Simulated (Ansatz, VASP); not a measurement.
**One calculation of WF2, two programs**

```
CELL_PARAMETERS angstrom
5.43824 0.00000 0.00000
0.00000 5.43824 0.00000
0.00000 0.00000 2.63337
ATOMIC_POSITIONS crystal
W 0.00000 0.00000 0.00000
W 0.50000 0.50000 0.50000
F 0.27838 0.27838 0.00000
F 0.72162 0.72162 0.00000
F 0.77838 0.22162 0.50000
F 0.22162 0.77838 0.50000
```

Alike in both runs: task single point; functional PBEsol; k mesh 8 × 8 × 14; occupations gaussian, width 0.05 eV; no spin polarisation; Hubbard terms W d U = 4.0 eV.

|  | VASP | Ansatz |
| --- | --- | --- |
| version | VASP 6.6.1 | Ansatz 0.2.0 |
| potentials or method | VASP PAW PBE potentials, release 64 (W_sv, F), cutoff 520 eV | scalar-relativistic, plane waves, PAW |
| valence electrons in the cell | 56 | 56 |

```csv
,VASP,Ansatz,Ansatz less VASP
gap on the k mesh at the Fermi level (eV),none,none,-
pressure (GPa),6.6,3.5,-3.14
"traceless stress, the component that is largest in VASP (GPa)",-0.50,-1.19,-0.689
rms of the force components (eV/Å),0.123,0.001,-0.1220
```

VASP's potentials were made for PBE, not for PBEsol. The programs project onto different local orbitals, so the same U acts differently, and such runs can settle in different states. Atom by atom the forces differ by 0.124 eV/Å (rms over components). A gap of «none» marks a metal or a gap that the smearing closes. Ansatz's warnings: filled band counts differ across k points.

Spin-orbit coupling is off throughout.
